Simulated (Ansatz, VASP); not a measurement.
**One calculation of BaS, two programs**

```
Ba S
1.0
     0.00000    3.18307    3.18307
     3.18307    0.00000    3.18307
     3.18307    3.18307    0.00000
Ba S
1 1
Cartesian
  0.0000 0.0000 0.0000
  3.1831 3.1831 3.1831
```

Change from the starting cell: volume scaled by 0.99, crystal datasets.

Alike in both runs: task electric field gradients; functional PBEsol; k mesh 8 × 8 × 8; occupations fermi-dirac, width 0.02 eV; no spin polarisation.

|  | VASP | Ansatz |
| --- | --- | --- |
| version | VASP 6.6.1 | Ansatz 0.2.0 |
| potentials or method | VASP PAW PBE potentials, release 64 (Ba_sv, S), cutoff 520 eV | all-electron PAW with datasets made for the crystal, scalar-relativistic |

```csv
,VASP,Ansatz,Ansatz less VASP
gap on the k mesh at the Fermi level (eV),1.96,2.07,+0.101
pressure (GPa),-0.1,-0.7,-0.64
```

VASP's potentials were made for PBE, not for PBEsol. Ansatz ran all-electron here, and VASP with PAW potentials.

Neither program's run includes spin-orbit coupling.
